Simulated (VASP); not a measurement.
Hf: relaxation of cell and atoms with r2SCAN

Crystal: Hf.

```xyz
2
Lattice="3.1967 0.0000 0.0000 -1.5983 2.7684 0.0000 0.0000 0.0000 5.0578" Properties=species:S:1:pos:R:3 pbc="T T T"
Hf    0.0000    1.8456    1.2645
Hf    1.5984    0.9228    3.7934
```

| Item | Value |
| --- | --- |
| Program | VASP 6.6.1 |
| Task | relaxation of cell and atoms |
| Functional | r2SCAN |
| Potentials or basis | VASP PAW PBE potentials, release 64 (Hf_pv) |
| Cutoff | 600 eV |
| k mesh | 16 × 16 × 9 |
| Occupations | fermi-dirac, width 0.1 eV |
| Spin | no spin polarisation |
| Dipole correction | no |
| Further INCAR settings | ALGO = Normal; EDIFF = 1e-06; IBRION = 2; EDIFFG = -0.02; NSW = 80; ISIF = 3 |

The relaxed volume is 22.24 Å³/atom. The relaxed cell is a = 3.191 Å, b = 3.191 Å, c = 5.043 Å, α = 90.00°, β = 90.00°, γ = 120.00°, the space group after relaxing (to 0.05 Å) is P6_3/mmc (No. 194) and the energy gained by relaxing is 0.3 meV/atom. The ionic steps are 3, the pressure after relaxing is 0.0 GPa and the band gap on the k mesh is zero (band 10 reaches 6.20 eV, above the bottom of band 11 at 4.39 eV).

Stress tensor (GPa, compression positive):
```
 0.11  0.00  0.00
 0.00  0.11  0.00
 0.00  0.00 -0.14
```

The path:
| step | energy change (eV) | largest force (eV/Å) | pressure (GPa) | volume (Å³) |
| --- | --- | --- | --- | --- |
| 1 | 0.0000 | 0.0000 | -0.68 | 44.76 |
| 2 | 0.0002 | 0.0000 | 0.87 | 44.15 |
| 3 | -0.0006 | 0.0000 | 0.03 | 44.48 |

Final structure:
```yaml
crystal:
  lattice:
    - [3.19145, 0.00000, 0.00000]
    - [-1.59573, 2.76388, 0.00000]
    - [0.00000, 0.00000, 5.04261]
  atoms:
    - { symbol: Hf, position: [0.33333, 0.66667, 0.25000] }
    - { symbol: Hf, position: [0.66667, 0.33333, 0.75000] }
```

Levels at points of the mesh, in eV from the Fermi level:
```csv
k point,band 8,band 9,band 10,band 11,band 12,band 13
"(0.00, 0.00, 0.00)",-3.85,0.45,1.34,1.34,1.66,2.23
"(0.50, 0.00, 0.00)",-2.86,-2.33,-1.00,0.95,0.98,1.85
```

Wall time 10 min on 1 thread of Intel Xeon 6975P-C, on a shared host, peak memory 0.27 GiB.

Caveat: the PAW data sets were made with another functional, which shifts forces and pressure a little; spin-orbit coupling is left out, which moves the levels of the heavy elements.
